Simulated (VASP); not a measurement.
Input of a VASP 6.6.1 run:

The input INCAR:

```
SYSTEM = Li2MnN2
ALGO = Normal
EDIFF = 1E-6
ENCUT = 520
GGA = PE
ISIF = 2
ISMEAR = 0
ISPIN = 2
LASPH = .True.
LCHARG = .False.
LMAXMIX = 4
LORBIT = 11
LREAL = .False.
LWAVE = .False.
MAGMOM = 0 0 2.8 0 0
NBANDS = 26
NELM = 150
PREC = Accurate
SIGMA = 0.05
```

Contents of KPOINTS:

```
k-points
0
Gamma
  9 9 6
  0 0 0
```

POSCAR

```
Li2MnN2
1.0
    3.0144061853      0.0000000000      0.0000000000
   -1.5072030926      2.6105523338      0.0000000000
    0.0000000000      0.0000000000      5.3917606604
Li Mn N
2 1 2
Direct
    0.6666666667      0.3333333333      0.3543493377
    0.3333333333      0.6666666667      0.6456506623
    0.0000000000      0.0000000000      0.0000000000
    0.6666666667      0.3333333333      0.7997658856
    0.3333333333      0.6666666667      0.2002341144
```

Potentials or basis: VASP PAW PBE potentials, release 64 (Li_sv, Mn_pv, N).

The run is started by

```bash
$ cat potpaw_PBE.64/Li_sv/POTCAR potpaw_PBE.64/Mn_pv/POTCAR potpaw_PBE.64/N/POTCAR > POTCAR
$ mpirun -np 1 vasp_std > vasp.out
```

Q: Estimate the largest force.

A: 0.020 eV/Å.

Q: Predict the net moment.

A: 3.00 μB per cell.

Q: Estimate the site moments.

A: Li -0.00; Mn +2.81; N +0.04 μB.

Forces in eV/Å, atoms in the order of the input:
```
Li   0.000  0.000  0.020
Li   0.000  0.000 -0.020
Mn   0.000  0.000  0.000
N    0.000  0.000 -0.006
N    0.000  0.000  0.006
```

Caveat: a cell with one magnetic atom can't hold antiferromagnetic order, which such compounds often take.
